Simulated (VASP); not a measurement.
AlRu, 2 atoms in the cell. The structure is cubic, space group Pm-3m (No. 221). The conventional cell has a = 2.974 Å, b = 2.974 Å, c = 2.974 Å, α = 90.00°, β = 90.00°, γ = 90.00°. Within 3.4 Å of Al (site symmetry m-3m) lie 8 Ru at 2.58 Å and 6 Al at 2.97 Å. Ru (site symmetry m-3m) has 8 Al at 2.58 Å and 6 Ru at 2.97 Å within 3.4 Å. 

```yaml
Program: VASP 6.6.1
Task: single point
Functional: PBE
Dispersion: D3(BJ)
Potentials_or_basis: VASP PAW PBE potentials, release 64 (Al, Ru_pv)
Cutoff: 520 eV
k_mesh: 14 × 14 × 14
Occupations: gaussian, width 0.1 eV
Spin: no spin polarisation
Dipole_correction: no
Further_INCAR_settings: ALGO = Normal; EDIFF = 1e-06; NBANDS = 16
```

Potentials or basis: VASP PAW PBE potentials, release 64 (Al, Ru_pv).

Command:

```bash
$ cat potpaw_PBE.64/Al/POTCAR potpaw_PBE.64/Ru_pv/POTCAR > POTCAR
$ mpirun -np 1 vasp_std > vasp.out
```

Hardware: 1 thread of Intel Xeon 6975P-C (shared host).

Question: How long does it take, and how much memory?

Answer: Run time: 23 s on 1 thread of Intel Xeon 6975P-C, on a shared host, peak memory 0.19 GiB. Counts: scf iterations 12, k points 120.
